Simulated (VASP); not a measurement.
Runs of VASP 6.6.1 on BaTiO3. The structure is that of space group Cmmm (No. 65), or close to it. The cells are those of the table. 

```tsv
task	cell	gap on the mesh (eV)	pressure (GPa)	largest force (eV/Å)
single point	a = 3.865, b = 3.959, c = 3.959 Å, angles 88.1, 90.0, 90.0°, 5 atoms	1.81	16.3	0.18
electric field gradients	a = 3.985, b = 3.959, c = 4.079 Å, angles 89.8, 90.0, 92.4°, 5 atoms	1.67	4.1	0.24
single point	a = 3.985, b = 4.080, c = 3.958 Å, angles 89.8, 90.0, 87.6°, 5 atoms	1.69	4.1	0.24
electric field gradients	a = 3.865, b = 3.959, c = 3.959 Å, angles 88.1, 90.0, 90.0°, 5 atoms	1.81	(a)	0.18
electric field gradients	a = 3.985, b = 4.080, c = 3.958 Å, angles 89.8, 90.0, 87.6°, 5 atoms	1.69	4.1	0.24
```

Alike in all rows: level PBE; potentials or basis VASP PAW PBE potentials, release 64 (Ba_sv, Ti_sv, O); no spin polarisation; k mesh 8 × 8 × 8; cutoff (eV) 520; smearing fermi-dirac 0.05 eV.

Task: Fill in the values left out.

Result: (a) 16.2.

Caveats: spin-orbit coupling is left out, which moves the levels of the heavy elements.

A k mesh can miss the band edges, and the runs leave out spin-orbit coupling on Ba.
